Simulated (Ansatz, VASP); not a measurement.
## Two plane-wave programs on GaSi16

```
Si Ga
1.0
     0.00000    5.43000    5.43000
     5.43000    0.00000    5.43000
     5.43000    5.43000    0.00000
Si Ga
16 1
Cartesian
  -0.0086 -0.0011 -0.0026
  1.3044 1.3087 1.3080
  2.7106 2.7130 -0.0304
  4.1133 4.1173 1.3107
  2.7103 -0.0295 2.7124
  4.1129 1.3120 4.1160
  5.4552 2.7145 2.7136
  6.7702 4.0861 4.0855
  -0.0351 2.7139 2.7136
  1.3055 4.1190 4.1182
  2.7108 5.4582 2.7148
  4.0830 6.7712 4.0867
  2.7105 2.7155 5.4575
  4.0827 4.0870 6.7710
  5.4276 5.4294 5.4292
  6.7706 6.7729 6.7724
  8.1357 8.1439 2.7123
```

Alike in both runs: functional LDA; k mesh 2 × 2 × 2; occupations fermi-dirac, width 0.02 eV; collinear spin.

Ansatz relaxed the structure, and its values are those at the end. VASP's run is a single point on that final structure, the one shown.

|  | VASP | Ansatz |
| --- | --- | --- |
| version | VASP 6.6.1 | Ansatz 0.2.0 |
| potentials or method | VASP PAW LDA potentials, release 64 (Si, Ga_d), cutoff 520 eV | scalar-relativistic, plane waves, PAW |
| valence electrons in the cell | 77 | 77 |

|  | VASP | Ansatz | Ansatz less VASP |
| --- | --- | --- | --- |
| rms of the force components (eV/Å) | 0.003 | 0.003 | -0.0002 |
| net moment per atom (μB) | 0.00 | 0.00 | 0.000 |

Ansatz warns that its potentials were made for another functional, while VASP's fit it. LDA's correlation is that of Perdew and Zunger in VASP and of Perdew and Wang (1992) in Ansatz. Ansatz's warnings: seeded moment not kept.

The k mesh is coarse, so the values compare programs but aren't converged.
